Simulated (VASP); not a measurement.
Runs of VASP 6.6.1 on PtSe. The structure is that of space group Fm-3m (No. 225), or close to it. The cells are those of the table. 

```tsv
task	level	U	cell	k mesh	cutoff (eV)	smearing	grid for exact exchange (PRECFOCK)	ions in elastic constants	gap on the mesh (eV)	pressure (GPa)
single point	B3LYP	-	a = 3.812 Å, angles 60.0°, 2 atoms	4 × 4 × 4	520	fermi-dirac 0.05 eV	Normal	-	none	(a)
single point	PBE	-	a = 3.931 Å, angles 60.0°, 2 atoms	8 × 8 × 8	500	fermi-dirac 0.05 eV	-	-	none	-13.5
single point	PBE	-	a = 3.877 Å, angles 60.0°, 2 atoms	8 × 8 × 8	500	fermi-dirac 0.05 eV	-	-	none	-10.9
relaxation of cell and atoms	PBE	-	relaxed to 5 GPa from a = 3.958 Å, angles 60.0°, 2 atoms	8 × 8 × 8	600	fermi-dirac 0.05 eV	-	-	none	5.0
single point	PBE+U	Pt d U = 3.0 eV	a = 3.742 Å, angles 60.0°, 2 atoms	8 × 8 × 8	520	fermi-dirac 0.05 eV	-	-	none	-2.6
single point	PBE	-	a = 3.958 Å, angles 60.0°, 2 atoms	5 × 5 × 5	520	fermi-dirac 0.04 eV	-	-	none	(b)
single point	PBE	-	a = 3.904 Å, angles 60.0°, 2 atoms	8 × 8 × 8	500	fermi-dirac 0.05 eV	-	-	none	-12.3
```

Alike in all rows: potentials or basis VASP PAW PBE potentials, release 64 (Pt, Se); no spin polarisation.

**Question.** Fill in the values left out.

**Answer.** (a) -2.4; (b) -14.2.

Caveats: some runs use coarse meshes; spin-orbit coupling is left out, which moves the levels of the heavy elements; the PAW data sets were made with another functional, which shifts forces and pressure a little (some runs); the cell is relaxed towards a set pressure, so the enthalpy falls and the energy may rise (some runs); U without spin polarisation on a metal has little footing (some runs).

A k mesh can miss the band edges, and the runs leave out spin-orbit coupling on Pt, Se.

A gap of «none» marks levels without a gap at the run's occupations.
